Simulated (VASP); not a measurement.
# Zn (Im-3m) in VASP: notebook

Aim: see how the results for Zn move with the level of theory and the settings. Levels: PBE0, HSE06. Tasks: single point.

Program: VASP 6.6.1. These are calculated values, not measurements. Logs are shortened: lines on timing, memory, paths and dates and some standing lists are left out, and cuts for length are marked.

### 1 The cell of the first run

It takes space group Im-3m (No. 229, cubic). The conventional cell has a = 3.117 Å, b = 3.117 Å, c = 3.117 Å, α = 90.00°, β = 90.00°, γ = 90.00°. Zn (site symmetry m-3m) has 14 Zn at 2.70 to 3.12 Å within 3.6 Å.

This isn't the form of Zn at room conditions, which is hcp.

### 2 Single point, PBE0

Input file POSCAR:

```
Zn
1.0
   -1.5585062330      1.5585062330      1.5585062330
    1.5585062330     -1.5585062330      1.5585062330
    1.5585062330      1.5585062330     -1.5585062330
Zn
1
Direct
    0.0000000000      0.0000000000      0.0000000000
```

Input file INCAR.step1:

```
SYSTEM = Zn
PREC = Accurate
ENCUT = 520
EDIFF = 1E-5
ISMEAR = -1
SIGMA = 0.05
LREAL = .False.
LASPH = .True.
NELM = 60
ALGO = Normal
ISIF = 2
LWAVE = .True.
LCHARG = .False.
GGA = PE
NBANDS = 12
```

Input file INCAR.step2:

```
SYSTEM = Zn
PREC = Accurate
ENCUT = 520
EDIFF = 1E-6
ISMEAR = -1
SIGMA = 0.05
LREAL = .False.
LASPH = .True.
NELM = 60
ALGO = Normal
ISIF = 2
LWAVE = .False.
LCHARG = .False.
GGA = PE
LHFCALC = .True.
AEXX = 0.25
PRECFOCK = Normal
ISTART = 1
NBANDS = 12
```

Input file KPOINTS:

```
regular mesh
0
Gamma
  8 8 8
  0 0 0
```

Potentials or basis: VASP PAW PBE potentials, release 64 (Zn).

Started as:

```
$ cat potpaw_PBE.64/Zn/POTCAR > POTCAR
$ cp INCAR.step1 INCAR
$ mpirun -np 1 vasp_std > vasp.out
$ cp INCAR.step2 INCAR
$ mpirun -np 1 vasp_std > vasp.out
```

OUTCAR:

```text
SYSTEM = Zn
   PREC = Accurate
   ENCUT = 520
   EDIFF = 1E-6
   ISMEAR = -1
   LREAL = .False.
   LASPH = .True.
   NELM = 60
   ISIF = 2
   GGA = PE
   LHFCALC = .True.
   AEXX = 0.25
   PRECFOCK = Normal
   ISTART = 1

 ion  position               nearest neighbor table
   1  0.000  0.000  0.000-

  LATTYP: Found a body centered cubic cell.
 ALAT       =     3.1170124660

  Lattice vectors:

 A1 = (  -1.5585062330,   1.5585062330,   1.5585062330)
 A2 = (   1.5585062330,  -1.5585062330,   1.5585062330)
 A3 = (   1.5585062330,   1.5585062330,  -1.5585062330)

Analysis of symmetry for initial positions (statically):
=====================================================================
 Subroutine PRICEL returns:
 Original cell was already a primitive cell.

 Routine SETGRP: Setting up the symmetry group for a
 body centered cubic supercell.

 Subroutine GETGRP returns: Found 48 space group operations
 (whereof 48 operations were pure point group operations)
 out of a pool of 48 trial point group operations.

The static configuration has the point symmetry O_h .

Analysis of symmetry for dynamics (positions and initial velocities):
=====================================================================
 Subroutine PRICEL returns:
 Original cell was already a primitive cell.

 Routine SETGRP: Setting up the symmetry group for a
 body centered cubic supercell.

 Subroutine GETGRP returns: Found 48 space group operations
 (whereof 48 operations were pure point group operations)
 out of a pool of 48 trial point group operations.

The dynamic configuration has the point symmetry O_h .

 Subroutine INISYM returns: Found 48 space group operations
 (whereof 48 operations are pure point group operations),
 and found     1 'primitive' translations

----------------------------------------------------------------------------------------

                                     Primitive cell

  volume of cell :      15.1421

  direct lattice vectors                    reciprocal lattice vectors
    -1.558506233  1.558506233  1.558506233     0.000000000  0.320820019  0.320820019
     1.558506233 -1.558506233  1.558506233     0.320820019  0.000000000  0.320820019
     1.558506233  1.558506233 -1.558506233     0.320820019  0.320820019  0.000000000

  length of vectors
     2.699411979  2.699411979  2.699411979     0.453708023  0.453708023  0.453708023

  position of ions in fractional coordinates (direct lattice)
     0.000000000  0.000000000  0.000000000

  ion indices of the primitive-cell ions
   primitive index   ion index
                 1           1

----------------------------------------------------------------------------------------

 KPOINTS: regular mesh

Automatic generation of k-mesh.
 Grid dimensions read from file:
 generate k-points for:    8    8    8

 Generating k-lattice:

  Cartesian coordinates                     Fractional coordinates (reciprocal lattice)
     0.000000000  0.040102502  0.040102502     0.125000000  0.000000000  0.000000000
     0.040102502  0.000000000  0.040102502     0.000000000  0.125000000  0.000000000
     0.040102502  0.040102502  0.000000000     0.000000000  0.000000000  0.125000000

  Length of vectors
     0.056713503  0.056713503  0.056713503

  Shift w.r.t. Gamma in fractional coordinates (k-lattice)
     0.000000000  0.000000000  0.000000000

 Subroutine IBZKPT returns following result:
 ===========================================

 Found     29 irreducible k-points:

 Following reciprocal coordinates:
            Coordinates               Weight
  0.000000  0.000000  0.000000      1.000000
  0.125000  0.000000  0.000000     12.000000
  0.250000  0.000000  0.000000     12.000000
  0.375000  0.000000  0.000000     12.000000
  0.500000  0.000000  0.000000      6.000000
  0.125000  0.125000  0.000000     24.000000
[... 16 lines left out ...]
 -0.250000  0.250000  0.250000      6.000000
 -0.375000  0.375000  0.250000     24.000000
 [... further k-points ...]
   k-points           NKPTS =     29   k-points in BZ     NKDIM =    512   number of bands    NBANDS=     12
   number of dos      NEDOS =    301   number of ions     NIONS =      1
   total plane-waves  NPLWV =   8000
   dimension x,y,z NGX =    20 NGY =   20 NGZ =   20
   dimension x,y,z NGXF=    40 NGYF=   40 NGZF=   40
   ions per type =               1
   NGX,Y,Z   is equivalent  to a cutoff of  12.32, 12.32, 12.32 a.u.
   NGXF,Y,Z  is equivalent  to a cutoff of  24.63, 24.63, 24.63 a.u.
 SYSTEM =  Zn
   PREC   = accura    normal or accurate (medium, high low for compatibility)
   ISTART =      1    job   : 0-new  1-cont  2-samecut
   ICHARG =      0    charge: 1-file 2-atom 10-const
   ISPIN  =      1    spin polarized calculation?
   LNONCOLLINEAR =      F non collinear calculations
   LSORBIT =      F    spin-orbit coupling
   LASPH  =      T    aspherical Exc in radial PAW
   ENCUT  =  520.0 eV  38.22 Ry    6.18 a.u.   5.02  5.02  5.02*2*pi/ulx,y,z
   NELM   =     60;   NELMIN=  2; NELMDL=  0     # of ELM steps
   EDIFF  = 0.1E-05   stopping-criterion for ELM
   LREAL  =      F    real-space projection
   EDIFFG = 0.1E-04   stopping-criterion for IOM
   NSW    =      0    number of steps for IOM
   IBRION =     -1    ionic relax: 0-MD 1-quasi-New 2-CG
   NFREE  =      0    steps in history (QN), initial steepest desc. (CG)
   ISIF   =      2    stress and relaxation
   ISYM   =      3    0-nonsym 1-usesym 2-fastsym
   POTIM  = 0.5000    time-step for ionic-motion
   TEBEG  =    0.0;   TEEND  =   0.0 temperature during run
   PSTRESS=    0.0 pullay stress
   NELECT =      12.0000    total number of electrons
   NUPDOWN=      -1.0000    fix difference up-down
   EMIN   =  10.00;   EMAX   =-10.00  energy-range for DOS
   EFERMI =   0.00;   METHOD = LEGACY
   ISMEAR =    -1;   SIGMA  =   0.05  broadening in eV -4-tet -1-fermi 0-gaus
   EFERMI_NEDOS =   21; number of points for ismear=-14 and -15
   IALGO  =     38    algorithm
   IMIX   =      1    mixing-type and parameters
     AMIX     =   0.40;   BMIX     =  1.00
     AMIX_MAG =   1.60;   BMIX_MAG =  1.00
  volume/ion in A,a.u.               =      15.14       102.18
  Fermi-wavevector in a.u.,A,eV,Ry     =   1.514979  2.862896 31.227580  2.295162
  Thomas-Fermi vector in A             =   2.624564
   LORBIT       =      0    0 simple, 1 ext, 2 COOP (PROOUT), +10 PAW based schemes
   GGA     = PE    functional components
   LHFCALC =     T    Hartree Fock is set to
   PRECFOCK=normal    Normal, Fast or Accurate (Low or Medium for compatibility)
   ENCUT4O =  -1.0   cutoff for four orbital integrals eV
   NKREDX  =     1    reduce k-point grid by
   NKREDY  =     1    reduce k-point grid by
   NKREDZ  =     1    reduce k-point grid by
   AEXX    =    0.2500 exact exchange contribution
   HFSCREEN=    0.0000 screening length (either q_TF or 0.3 A-1)
   HFSCREENC=   0.0000 screening length for correlation (either q_TF or 0.3 A-1)
   ENCUTFOCK=  -1.0 apply spherical cutoff to Coloumb kernel
   IVDW    =     0    specifies the selected vdW correction
   LEPSILON=     F    determine dielectric tensor
   LRPA    =     F    only Hartree local field effects (RPA)
 non-spin polarized calculation
  energy-cutoff  :      520.00
  volume of cell :       15.14
 maximum number of plane-waves:       420
  NGX = 16; NGY = 16; NGZ = 16

 number of electron      12.0000023 magnetization

 Free energy of the ion-electron system (eV)
  ---------------------------------------------------
  ext. energy  EPLUGINS =         0.00000000
  ---------------------------------------------------
  free energy    TOTEN  =        -1.17830002 eV

  energy without entropy =       -1.17670655  energy(sigma->0) =       -1.17750328

 E-fermi :   3.0900     XC(G=0):  -9.0800

 val. band max:        2.5888984690   @ k =   0.5000   0.5000   0.2500
 cond. band min:       3.1067715075   @ k =   0.3750   0.1250   0.1250
 fundamental gap:      0.5178730384
 Fermi energy:         3.0899561360

 k-point     1 :       0.0000    0.0000    0.0000
  band No.  band energies     occupation
      1      -9.0771      2.00000
      2      -7.3168      2.00000
      3      -7.3168      2.00000
      4      -7.3168      2.00000
      5      -6.8145      2.00000
      6      -6.8145      2.00000
      7      24.4209      0.00000
      8      24.4209      0.00000
      9      24.4210      0.00000
     10      25.3958      0.00000
     11      25.3958      0.00000
     12      25.3958      0.00000

 k-point     2 :       0.1250    0.0000    0.0000
  band No.  band energies     occupation
      1      -8.5332      2.00000
      2      -7.3627      2.00000
      3      -7.2909      2.00000
      4      -7.1947      2.00000
      5      -6.8511      2.00000
      6      -6.8109      2.00000
      7      18.9695      0.00000
      8      21.7155      0.00000
      9      22.1905      0.00000
     10      23.3222      0.00000
     11      23.8590      0.00000
     12      25.6270      0.00000

 k-point     3 :       0.2500    0.0000    0.0000
  band No.  band energies     occupation
      1      -7.7389      2.00000
      2      -7.4728      2.00000
      3      -6.8878      2.00000
      4      -6.8873      2.00000
      5      -6.7997      2.00000
      6      -6.4129      2.00000
      7      12.5422      0.00000
      8      18.7806      0.00000
      9      19.5741      0.00000
     10      21.4061      0.00000
     11      22.6081      0.00000
     12      27.3340      0.00000

 k-point     4 :       0.3750    0.0000    0.0000
  band No.  band energies     occupation
      1      -7.8223      2.00000
      2      -7.5821      2.00000
      3      -6.8484      2.00000
      4      -6.7849      2.00000
      5      -6.5601      2.00000
      6      -3.5610      2.00000
      7       6.7295      0.00000
      8      16.8296      0.00000
      9      17.9065      0.00000
     10      20.2807      0.00000
     11      21.8805      0.00000
     12      30.0898      0.00000

 k-point     5 :       0.5000    0.0000    0.0000
  band No.  band energies     occupation
      1      -7.8954      2.00000
      2      -7.6271      2.00000
      3      -6.8251      2.00000
      4      -6.7779      2.00000
      5      -6.4182      2.00000
      6      -0.2933      2.00000
      7       1.9938      2.00000
      8      16.1412      0.00000
      9      17.3360      0.00000
     10      19.9124      0.00000
     11      21.6533      0.00000
     12      32.7186      0.00000
[... 228 lines left out ...]
      1      -7.4318      2.00000
      2      -7.4098      2.00000
      3      -7.4098      2.00000
      4      -6.6686      2.00000
      5      -6.6686      2.00000
      6       4.5145      0.00000
      7       4.5145      0.00000
      8       5.3739      0.00000
      9      19.7727      0.00000
     10      21.5897      0.00000
     11      21.5897      0.00000
     12      24.4751      0.00000

 k-point    22 :       0.2500    0.2500    0.2500
  band No.  band energies     occupation
      1      -7.3831      2.00000
      2      -7.3830      2.00000
      3      -7.3830      2.00000
      4      -6.7646      2.00000
      5      -6.7646      2.00000
      6       5.9240      0.00000
      7       5.9240      0.00000
      8       5.9240      0.00000
      9       6.2880      0.00000
     10      36.7724      0.00000
     11      36.7724      0.00000
     12      36.7724      0.00000

 k-point    23 :      -0.2500    0.2500    0.2500
  band No.  band energies     occupation
      1      -7.3232      2.00000
      2      -7.3064      2.00000
      3      -7.0877      2.00000
      4      -7.0877      2.00000
      5      -6.9014      2.00000
      6      -4.0640      2.00000
      7      13.4752      0.00000
      8      13.4752      0.00000
      9      15.5820      0.00000
     10      15.8233      0.00000
     11      29.6694      0.00000
     12      29.6694      0.00000

 k-point    24 :      -0.3750    0.3750    0.2500
  band No.  band energies     occupation
      1      -7.5525      2.00000
      2      -7.4122      2.00000
      3      -7.0825      2.00000
      4      -6.9220      2.00000
      5      -6.6102      2.00000
      6      -1.1346      2.00000
      7       8.6409      0.00000
      8      11.6490      0.00000
      9      14.4553      0.00000
     10      17.3476      0.00000
     11      25.1162      0.00000
     12      28.5626      0.00000

 [... further k-points ...]

------------------------ aborting loop because EDIFF is reached ----------------------------------------

  FORCE on cell =-STRESS in cart. coord.  units (eV):
  Direction    XX          YY          ZZ          XY          YZ          ZX
  --------------------------------------------------------------------------------------
  -------------------------------------------------------------------------------------
  Total       -0.1019182     -0.1019182     -0.1019182      0.0000000      0.0000000     -0.0000000
  in kB      -10.7839188    -10.7839188    -10.7839188      0.0000000      0.0000000     -0.0000000
  external PRESSURE =     -10.7839188 kB  Pullay stress =       0.0000000 kB

 VOLUME and BASIS-vectors are now :
 -----------------------------------------------------------------------------
  energy-cutoff  :      520.00
  volume of cell :       15.14
      direct lattice vectors                 reciprocal lattice vectors
    -1.558506233  1.558506233  1.558506233     0.000000000  0.320820019  0.320820019
     1.558506233 -1.558506233  1.558506233     0.320820019  0.000000000  0.320820019
     1.558506233  1.558506233 -1.558506233     0.320820019  0.320820019  0.000000000

 POSITION                                       TOTAL-FORCE (eV/Angst)
 -----------------------------------------------------------------------------------
      0.00000      0.00000      0.00000        -0.000000      0.000000      0.000000
 -----------------------------------------------------------------------------------
    total drift:                                0.000000     -0.000000      0.000000

  FREE ENERGIE OF THE ION-ELECTRON SYSTEM (eV)
  ---------------------------------------------------
  free  energy   TOTEN  =        -1.1783000162 eV

  energy  without entropy=       -1.1767065495  energy(sigma->0) =       -1.17750328
```

It took 13 min on 1 thread of Intel Xeon 6975P-C (Granite Rapids), shared host; peak memory 0.14 GiB.

What came out:

- Free energy: -1.1783 eV
- Pressure: -1.1 GPa
- Band gap on the k mesh: zero (bands 6 and 7 overlap by 6.35 eV)

Levels at points of the mesh, in eV from the Fermi level:
```tsv
k point	band 3	band 4	band 5	band 6	band 7	band 8	band 9	band 10
(0.00, 0.00, 0.00)	-10.41	-10.41	-9.90	-9.90	21.33	21.33	21.33	22.31
(0.50, 0.00, 0.00)	-9.92	-9.87	-9.51	-3.38	-1.10	13.05	14.25	16.82
(0.50, 0.50, 0.50)	-9.58	-9.58	-9.58	5.25	5.25	5.25	9.42	9.54
```

Caveat: the PAW data sets were made with another functional, which shifts forces and pressure a little.

### 3 Single point, HSE06

This run uses another cell than the first one, of 16.38 Å³/atom.

Input file POSCAR:

```
Zn
1.0
   -1.5998102441      1.5998102441      1.5998102441
    1.5998102441     -1.5998102441      1.5998102441
    1.5998102441      1.5998102441     -1.5998102441
Zn
1
Direct
    0.0000000000      0.0000000000      0.0000000000
```

Input file INCAR.step1:

```
  PREC = Accurate
  ENCUT = 520
  EDIFF = 1E-5
  ISMEAR = -1
  SIGMA = 0.05
  LREAL = F
  LASPH = T
  NELM = 60
  ALGO = Normal
  ISIF = 2
  LWAVE = T
  GGA = PE
  NBANDS = 12
```

Input file INCAR.step2:

```
  PREC = Accurate
  ENCUT = 520
  EDIFF = 1E-7
  ISMEAR = -1
  SIGMA = 0.05
  LREAL = F
  LASPH = T
  NELM = 60
  ALGO = Normal
  ISIF = 2
  LWAVE = F
  LCHARG = T
  GGA = PE
  LHFCALC = T
  HFSCREEN = 0.2079
  PRECFOCK = Normal
  LELF = T
  LVHAR = T
  ISTART = 1
  NBANDS = 12
```

Input file KPOINTS:

```
regular mesh
0
Gamma
  8 8 8
```

Potentials or basis: VASP PAW PBE potentials, release 64 (Zn).

Started as:

```
$ cat potpaw_PBE.64/Zn/POTCAR > POTCAR
$ cp INCAR.step1 INCAR
$ mpirun -np 1 vasp_std > vasp.out
$ cp INCAR.step2 INCAR
$ mpirun -np 1 vasp_std > vasp.out
```

Run time: 37 min. Hardware: 1 thread of AMD EPYC 7R13 (Zen 3), shared host; peak memory 0.22 GiB.

The run converged. Its results:

```
Free energy            : -1.1395 eV
Pressure               : -4.4 GPa
Band gap on the k mesh : zero (bands 6 and 7 overlap by 5.75 eV)
```

Levels at points of the mesh, in eV from the Fermi level:
```tsv
k point	band 4	band 5	band 6	band 7	band 8	band 9
(0.00, 0.00, 0.00)	-9.71	-9.27	-9.27	19.67	19.67	19.67
(0.50, 0.00, 0.00)	-9.24	-8.94	-2.60	-0.96	12.03	13.35
(0.50, 0.50, 0.50)	-9.00	-9.00	4.79	4.79	4.79	8.13
```

Caveat: the cell stands under tension; the PAW data sets were made with another functional, which shifts forces and pressure a little.
